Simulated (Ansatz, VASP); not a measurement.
Co: VASP beside Ansatz

Contents of POSCAR:

```
Co
1.0
    2.4715232260      0.0000000000      0.0000000000
   -1.2357616130      2.1404018997      0.0000000000
    0.0000000000      0.0000000000      4.0271144694
Co
2
Direct
    0.3333333333      0.6666666667      0.2500000000
    0.6666666667      0.3333333333      0.7500000000
```

INCAR.step1

```
SYSTEM = Co
PREC = Accurate
ENCUT = 520
ISMEAR = -1
SIGMA = 0.01
LREAL = .FALSE.
LASPH = .TRUE.
NELM = 150
ISPIN = 2
MAGMOM = 1.891 1.891
LMAXMIX = 4
NBANDS = 20
GGA = PE
ALGO = Normal
EDIFF = 1E-4
LWAVE = .TRUE.
LCHARG = .FALSE.
```

The input INCAR.step2:

```
SYSTEM = Co
PREC = Accurate
ENCUT = 520
EDIFF = 1E-7
ISMEAR = -1
SIGMA = 0.01
LREAL = .FALSE.
LASPH = .TRUE.
NELM = 150
ALGO = Normal
ISIF = 2
LWAVE = .FALSE.
LCHARG = .FALSE.
ISPIN = 2
MAGMOM = 1.891 1.891
LORBIT = 11
LMAXMIX = 4
METAGGA = R2SCAN
LMIXTAU = .TRUE.
NBANDS = 20
ISTART = 1
```

Contents of KPOINTS:

```
Automatic mesh
0
G
  15 15 8
  0 0 0
```

Input for Ansatz:

```yaml
crystal:
  lattice:
    - [2.471523226, 0.0, 0.0]
    - [-1.235761613, 2.1404018997, 0.0]
    - [0.0, 0.0, 4.0271144694]
  atoms:
    - { symbol: Co, position: [0.3333333333, 0.6666666667, 0.25], spin: 1.891 }
    - { symbol: Co, position: [0.6666666667, 0.3333333333, 0.75], spin: 1.891 }
hamiltonian:
  xc: r2scan
  pseudopotentials:
    kind: paw
    azcp:
      Co: "pseudopotentials/Co.paw.azcp"
basis:
  ecutwfc: 500
  fft_grid_basis: typed
kpoints:
  mp_grid: { grid: [15, 15, 8], shift: [0, 0, 0] }
magnetization:
  spin_polarized: true
scf:
  occupations: { method: fermi_dirac, width: 0.01 }
  lower_state_search: "off"
output:
  stress: true
  write_density: true
  write_potential: true
  elf: true
  volumetric_format: npy
```

Alike in both runs: task single point; functional r2SCAN; k mesh 15 × 15 × 8; occupations fermi-dirac, width 0.01 eV; collinear spin.

|  | VASP | Ansatz |
| --- | --- | --- |
| version | VASP 6.6.1 | Ansatz 0.2.0 |
| potentials or method | VASP PAW PBE potentials, release 64 (Co), cutoff 520 eV | plane waves (500 eV) with PAW, scalar-relativistic |
| valence electrons in the cell | 18 | 34 |

```tsv
	VASP	Ansatz	Ansatz less VASP
pressure (GPa)	-1.8	-1.8	+0.01
traceless stress, the component that is largest in VASP (GPa)	0.20	0.00	-0.204
net moment per atom (μB)	1.69	1.69	+0.007
size of the moment on the site where the two differ most (μB)	1.75	1.84	+0.087
```

VASP's potentials were made for PBE, not for r2SCAN. Site moments also hang on the region over which each program counts them. With one functional, cell and mesh, what is left measures potentials, basis and numerics. VASP's potentials hold 18 valence electrons a cell and Ansatz's 34, so a difference there can come from the potentials and not from the codes. Ansatz's warnings: stability check not made.
